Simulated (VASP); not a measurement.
# Zr3TiN4 (Cmmm) in VASP: single point with PBE

Aim: the single point of Zr3TiN4 with PBE.

Program: VASP 6.6.1. These are calculated values, not measurements. Logs are shortened: lines on timing, memory, paths and dates and some standing lists are left out, and cuts for length are marked.

## Step 1: The cell of the first run

It takes space group Cmmm (No. 65, orthorhombic). The conventional cell has a = 6.385 Å, b = 9.033 Å, c = 3.201 Å, α = 90.00°, β = 90.00°, γ = 90.00°. Zr (site symmetry 2/m) has 6 N at 2.26 Å within 3.0 Å. Zr (site symmetry mmm) has 6 N at 2.30 to 2.31 Å within 3.0 Å. Ti (site symmetry mmm) has 6 N at 2.21 to 2.22 Å within 2.9 Å. Within 2.9 Å of N (site symmetry 2mm) lie 2 Ti at 2.22 Å and 4 Zr at 2.26 to 2.31 Å. N (site symmetry m2m) has 1 Ti at 2.21 Å and 5 Zr at 2.26 to 2.30 Å within 2.9 Å.

## Step 2: Single point, PBE, collinear spin

Input file INCAR:

```
  ALGO = Normal
  EDIFF = 1E-7
  ENCUT = 520
  GGA = PE
  ISIF = 2
  ISMEAR = 0
  ISPIN = 2
  LASPH = True
  LCHARG = False
  LMAXMIX = 4
  LORBIT = 11
  LREAL = False
  LWAVE = False
  MAGMOM = 0 0 0 1 0 0 0 0
  NBANDS = 48
  NELM = 150
  PREC = Accurate
  SIGMA = 0.1
```

Input file KPOINTS:

```
k-points
0
Gamma
  4 4 6
```

Input file POSCAR:

```
Zr3TiN4
1.0
    3.1925320000     -4.5165900000      0.0000000000
    3.1925320000      4.5165900000      0.0000000000
    0.0000000000      0.0000000000      3.2011920000
Zr Ti N
3 1 4
Direct
    0.5000000000      0.0000000000      0.0000000000
    0.5000000000      0.5000000000      0.5000000000
    0.0000000000      0.5000000000      0.0000000000
    0.0000000000      0.0000000000      0.5000000000
    0.7600560000      0.7600560000      0.0000000000
    0.7551360000      0.2448640000      0.5000000000
    0.2448640000      0.7551360000      0.5000000000
    0.2399440000      0.2399440000      0.0000000000
```

Potentials or basis: VASP PAW PBE potentials, release 64 (Zr_sv, Ti_sv, N).

Started as:

```
$ cat potpaw_PBE.64/Zr_sv/POTCAR potpaw_PBE.64/Ti_sv/POTCAR potpaw_PBE.64/N/POTCAR > POTCAR
$ mpirun -np 1 vasp_std > vasp.out
```

OUTCAR:

```text
EDIFF = 1E-7
   ENCUT = 520
   GGA = PE
   ISIF = 2
   ISMEAR = 0
   ISPIN = 2
   LASPH = True
   LORBIT = 11
   LREAL = False
   NELM = 150
   PREC = Accurate

 ion  position               nearest neighbor table
   1  0.500  0.000  0.000-   5 2.26   8 2.26   7 2.26   6 2.26   6 2.26   7 2.26   3 3.19   3 3.19
                             4 3.20   2 3.20   4 3.20   2 3.20   2 3.20   4 3.20   4 3.20   2 3.20
   2  0.500  0.500  0.500-   6 2.30   7 2.30   5 2.31   8 2.31   5 2.31   8 2.31   4 3.19   4 3.19
                             3 3.20   3 3.20   1 3.20   1 3.20   1 3.20   3 3.20   3 3.20   1 3.20
   3  0.000  0.500  0.000-   5 2.26   8 2.26   7 2.26   6 2.26   6 2.26   7 2.26   1 3.19   1 3.19
                             4 3.20   2 3.20   4 3.20   4 3.20   4 3.20   2 3.20   2 3.20   2 3.20
   4  0.000  0.000  0.500-   6 2.21   7 2.21   5 2.22   8 2.22   5 2.22   8 2.22   2 3.19   2 3.19
                             3 3.20   1 3.20   3 3.20   3 3.20   3 3.20   1 3.20   1 3.20   1 3.20
   5  0.760  0.760  0.000-   4 2.22   4 2.22   1 2.26   3 2.26   2 2.31   2 2.31
   6  0.755  0.245  0.500-   4 2.21   3 2.26   1 2.26   1 2.26   3 2.26   2 2.30
   7  0.245  0.755  0.500-   4 2.21   3 2.26   1 2.26   1 2.26   3 2.26   2 2.30
   8  0.240  0.240  0.000-   4 2.22   4 2.22   1 2.26   3 2.26   2 2.31   2 2.31

  LATTYP: Found a base centered orthorhombic cell.
 ALAT       =     6.3850640000
 B/A-ratio  =     1.4147360152
 C/A-ratio  =     0.5013562902

  Lattice vectors:

 A1 = (   3.1925320000,  -4.5165900000,   0.0000000000)
 A2 = (   3.1925320000,   4.5165900000,   0.0000000000)
 A3 = (   0.0000000000,   0.0000000000,   3.2011920000)

Analysis of symmetry for initial positions (statically):
=====================================================================
 Subroutine PRICEL returns:
 Original cell was already a primitive cell.

 Routine SETGRP: Setting up the symmetry group for a
 base centered orthorhombic supercell.

 Subroutine GETGRP returns: Found  8 space group operations
 (whereof  8 operations were pure point group operations)
 out of a pool of  8 trial point group operations.

The static configuration has the point symmetry D_2h.

Analysis of symmetry for dynamics (positions and initial velocities):
=====================================================================
 Subroutine PRICEL returns:
 Original cell was already a primitive cell.

 Routine SETGRP: Setting up the symmetry group for a
 base centered orthorhombic supercell.

 Subroutine GETGRP returns: Found  8 space group operations
 (whereof  8 operations were pure point group operations)
 out of a pool of  8 trial point group operations.

The dynamic configuration has the point symmetry D_2h.

Analysis of structural, dynamic, and magnetic symmetry:
=====================================================================
 Subroutine PRICEL returns:
 Original cell was already a primitive cell.

 Routine SETGRP: Setting up the symmetry group for a
 base centered orthorhombic supercell.

 Subroutine GETGRP returns: Found  8 space group operations
 (whereof  8 operations were pure point group operations)
 out of a pool of  8 trial point group operations.

The overall configuration has the point symmetry D_2h.

 Subroutine INISYM returns: Found  8 space group operations
 (whereof  8 operations are pure point group operations),
 and found     1 'primitive' translations

----------------------------------------------------------------------------------------

                                     Primitive cell

  volume of cell :      92.3183

  direct lattice vectors                    reciprocal lattice vectors
     3.192532000 -4.516590000  0.000000000     0.156615501 -0.110702986  0.000000000
     3.192532000  4.516590000  0.000000000     0.156615501  0.110702986  0.000000000
     0.000000000  0.000000000  3.201192000     0.000000000  0.000000000  0.312383637

  length of vectors
     5.530989586  5.530989586  3.201192000     0.191790423  0.191790423  0.312383637

  position of ions in fractional coordinates (direct lattice)
     0.500000000  0.000000000  0.000000000
     0.500000000  0.500000000  0.500000000
     0.000000000  0.500000000  0.000000000
     0.000000000  0.000000000  0.500000000
     0.760056000  0.760056000  0.000000000
     0.755136000  0.244864000  0.500000000
     0.244864000  0.755136000  0.500000000
     0.239944000  0.239944000  0.000000000

  ion indices of the primitive-cell ions
   primitive index   ion index
                 1           1
                 2           2
                 3           3
                 4           4
                 5           5
                 6           6
                 7           7
                 8           8

----------------------------------------------------------------------------------------

 KPOINTS: k-points

Automatic generation of k-mesh.
 Grid dimensions read from file:
 generate k-points for:    4    4    6

 Generating k-lattice:

  Cartesian coordinates                     Fractional coordinates (reciprocal lattice)
     0.039153875 -0.027675747  0.000000000     0.250000000  0.000000000  0.000000000
     0.039153875  0.027675747  0.000000000     0.000000000  0.250000000  0.000000000
     0.000000000  0.000000000  0.052063940     0.000000000  0.000000000  0.166666667

  Length of vectors
     0.047947606  0.047947606  0.052063940

  Shift w.r.t. Gamma in fractional coordinates (k-lattice)
     0.000000000  0.000000000  0.000000000

 Subroutine IBZKPT returns following result:
 ===========================================

 Found     28 irreducible k-points:

 Following reciprocal coordinates:
            Coordinates               Weight
  0.000000  0.000000  0.000000      1.000000
  0.250000  0.000000  0.000000      4.000000
  0.500000  0.000000  0.000000      2.000000
  0.250000  0.250000  0.000000      2.000000
  0.500000  0.250000  0.000000      4.000000
 -0.250000  0.250000  0.000000      2.000000
[... 16 lines left out ...]
  0.250000  0.000000  0.500000      4.000000
  0.500000  0.000000  0.500000      2.000000
 [... further k-points ...]
   k-points           NKPTS =     28   k-points in BZ     NKDIM =     28   number of bands    NBANDS=     48
   number of dos      NEDOS =    301   number of ions     NIONS =      8
   total plane-waves  NPLWV =  42336
   dimension x,y,z NGX =    42 NGY =   42 NGZ =   24
   dimension x,y,z NGXF=    84 NGYF=   84 NGZF=   48
   ions per type =               3   1   4
   NGX,Y,Z   is equivalent  to a cutoff of  12.62, 12.62, 12.46 a.u.
   NGXF,Y,Z  is equivalent  to a cutoff of  25.25, 25.25, 24.93 a.u.
 SYSTEM =  unknown system
   PREC   = accura    normal or accurate (medium, high low for compatibility)
   ISTART =      0    job   : 0-new  1-cont  2-samecut
   ICHARG =      2    charge: 1-file 2-atom 10-const
   ISPIN  =      2    spin polarized calculation?
   LNONCOLLINEAR =      F non collinear calculations
   LSORBIT =      F    spin-orbit coupling
   LASPH  =      T    aspherical Exc in radial PAW
   ENCUT  =  520.0 eV  38.22 Ry    6.18 a.u.  10.28 10.28  5.95*2*pi/ulx,y,z
   NELM   =    150;   NELMIN=  2; NELMDL= -5     # of ELM steps
   EDIFF  = 0.1E-06   stopping-criterion for ELM
   LREAL  =      F    real-space projection
   EDIFFG = 0.1E-05   stopping-criterion for IOM
   NSW    =      0    number of steps for IOM
   IBRION =     -1    ionic relax: 0-MD 1-quasi-New 2-CG
   NFREE  =      0    steps in history (QN), initial steepest desc. (CG)
   ISIF   =      2    stress and relaxation
   ISYM   =      2    0-nonsym 1-usesym 2-fastsym
   POTIM  = 0.5000    time-step for ionic-motion
   TEBEG  =    0.0;   TEEND  =   0.0 temperature during run
   PSTRESS=    0.0 pullay stress
   NELECT =      68.0000    total number of electrons
   NUPDOWN=      -1.0000    fix difference up-down
   EMIN   =  10.00;   EMAX   =-10.00  energy-range for DOS
   EFERMI =   0.00;   METHOD = LEGACY
   ISMEAR =     0;   SIGMA  =   0.10  broadening in eV -4-tet -1-fermi 0-gaus
   EFERMI_NEDOS =   21; number of points for ismear=-14 and -15
   IALGO  =     38    algorithm
   IMIX   =      4    mixing-type and parameters
     AMIX     =   0.40;   BMIX     =  1.00
     AMIX_MAG =   1.60;   BMIX_MAG =  1.00
  volume/ion in A,a.u.               =      11.54        77.87
  Fermi-wavevector in a.u.,A,eV,Ry     =   1.478479  2.793921 29.740990  2.185901
  Thomas-Fermi vector in A             =   2.592755
   LORBIT       =     11    0 simple, 1 ext, 2 COOP (PROOUT), +10 PAW based schemes
   GGA     = PE    functional components
   LHFCALC =     F    Hartree Fock is set to
   AEXX    =    0.0000 exact exchange contribution
   IVDW    =     0    specifies the selected vdW correction
   LEPSILON=     F    determine dielectric tensor
   LRPA    =     F    only Hartree local field effects (RPA)
 spin polarized calculation
 Gauss-broadening in eV      SIGMA  =   0.10
  energy-cutoff  :      520.00
  volume of cell :       92.32
 maximum number of plane-waves:      2512
 NGX is ok and might be reduce to    42
   NGX = 21   NGY = 21   NGZ = 11

 number of electron      67.9999991 magnetization      -0.0000128

 number of electron      67.9999991 magnetization       0.0000122

 Free energy of the ion-electron system (eV)
  ---------------------------------------------------
  ext. energy  EPLUGINS =         0.00000000
  ---------------------------------------------------
  free energy    TOTEN  =       -80.46647289 eV

  energy without entropy =      -80.44910362  energy(sigma->0) =      -80.45778825

 E-fermi :  11.6961     XC(G=0): -12.5542

 val. band max:       11.6935882245   @ k =   0.2500   0.0000   0.3333
 cond. band min:      11.7236790708   @ k =   0.2500   0.2500   0.0000
 fundamental gap:      0.0300908463
 Fermi energy:        11.6961111274

 spin component 1

 k-point     1 :       0.0000    0.0000    0.0000
  band No.  band energies     occupation
      1     -46.2371      1.00000
      2     -37.8513      1.00000
      3     -37.6557      1.00000
      4     -37.6359      1.00000
      5     -22.5338      1.00000
      6     -22.5075      1.00000
[... 38 lines left out ...]
     45      15.1435      0.00000
     46      15.4294      0.00000
[... 1086 lines left out ...]
      6     -22.4953      1.00000
[... 38 lines left out ...]
     45      15.6276      0.00000
     46      15.6498      0.00000

 [... further k-points ...]

 spin component 2

 k-point     1 :       0.0000    0.0000    0.0000
  band No.  band energies     occupation
      1     -46.2371      1.00000
      2     -37.8513      1.00000
      3     -37.6557      1.00000
      4     -37.6359      1.00000
      5     -22.5338      1.00000
      6     -22.5075      1.00000
[... 38 lines left out ...]
     45      15.1435      0.00000
     46      15.4294      0.00000
[... 1086 lines left out ...]
      6     -22.4953      1.00000
[... 38 lines left out ...]
     45      15.6276      0.00000
     46      15.6498      0.00000

 [... further k-points ...]

 [bands above 46 left out]

------------------------ aborting loop because EDIFF is reached ----------------------------------------

  FORCE on cell =-STRESS in cart. coord.  units (eV):
  Direction    XX          YY          ZZ          XY          YZ          ZX
  --------------------------------------------------------------------------------------
  -------------------------------------------------------------------------------------
  Total        0.0761518      0.9849008     -0.6557799     -0.0000000      0.0000000      0.0000000
  in kB        1.3216097     17.0928874    -11.3810156     -0.0000000      0.0000000      0.0000000
  external PRESSURE =       2.3444938 kB  Pullay stress =       0.0000000 kB

 VOLUME and BASIS-vectors are now :
 -----------------------------------------------------------------------------
  energy-cutoff  :      520.00
  volume of cell :       92.32
      direct lattice vectors                 reciprocal lattice vectors
     3.192532000 -4.516590000  0.000000000     0.156615501 -0.110702986  0.000000000
     3.192532000  4.516590000  0.000000000     0.156615501  0.110702986  0.000000000
     0.000000000  0.000000000  3.201192000     0.000000000  0.000000000  0.312383637

 POSITION                                       TOTAL-FORCE (eV/Angst)
 -----------------------------------------------------------------------------------
      1.59627     -2.25829      0.00000         0.000000     -0.000000      0.000000
      3.19253      0.00000      1.60060         0.000000      0.000000      0.000000
      1.59627      2.25829      0.00000         0.000000      0.000000      0.000000
      0.00000      0.00000      1.60060         0.000000      0.000000      0.000000
      4.85301      0.00000      0.00000        -0.000401      0.000000      0.000000
      3.19253     -2.30469      1.60060         0.000000      0.033352     -0.000000
      3.19253      2.30469      1.60060         0.000000     -0.033352      0.000000
      1.53206      0.00000      0.00000         0.000401      0.000000      0.000000
 -----------------------------------------------------------------------------------
    total drift:                                0.000000      0.000000     -0.000000

  FREE ENERGIE OF THE ION-ELECTRON SYSTEM (eV)
  ---------------------------------------------------
  free  energy   TOTEN  =       -80.4664728910 eV

  energy  without entropy=      -80.4491036178  energy(sigma->0) =      -80.45778825

 total charge

# of ion       s       p       d       tot
------------------------------------------
    1        2.169   6.043   1.686   9.898
    2        2.160   6.026   1.687   9.873
    3        2.169   6.043   1.686   9.898
    4        2.157   6.166   1.895  10.218
    5        1.242   2.465   0.000   3.707
    6        1.244   2.485   0.000   3.729
    7        1.244   2.485   0.000   3.729
    8        1.242   2.465   0.000   3.707
--------------------------------------------------
tot         13.627  34.178   6.954  54.759

 magnetization (x)

# of ion       s       p       d       tot
------------------------------------------
    1        0.000  -0.000   0.000   0.000
    2        0.000  -0.000  -0.000  -0.000
    3        0.000  -0.000   0.000   0.000
    4       -0.000   0.000   0.000   0.000
    5        0.000   0.000   0.000   0.000
    6       -0.000   0.000   0.000   0.000
    7       -0.000   0.000   0.000   0.000
    8        0.000   0.000   0.000   0.000
--------------------------------------------------
tot         -0.000   0.000   0.000   0.000
```

Run time: 7.9 min. Hardware: 1 thread of AMD EPYC 7R43 (Zen 3), shared host; peak memory 0.3 GiB.

What came out:

```
Free energy                                           : -80.4665 eV
Pressure                                              : 0.2 GPa
Largest force                                         : 0.033 eV/Å
Band gap on the k mesh                                : zero (filled and empty bands overlap)
Net moment                                            : 0.00 μB per cell
Valence electrons inside the program's atomic spheres : Zr 9.90, 9.87 (each value once); Ti 10.22; N 3.71, 3.73 (each value once)
```

Forces in eV/Å, atoms in the order of the input:
```
Zr   0.000  0.000  0.000
Zr   0.000  0.000  0.000
Zr   0.000  0.000  0.000
Ti   0.000  0.000  0.000
N    0.000  0.000  0.000
N    0.000  0.033  0.000
N    0.000 -0.033  0.000
N    0.000  0.000  0.000
```

Stress tensor (GPa, compression positive):
```
 0.13  0.00  0.00
 0.00  1.71  0.00
 0.00  0.00 -1.14
```
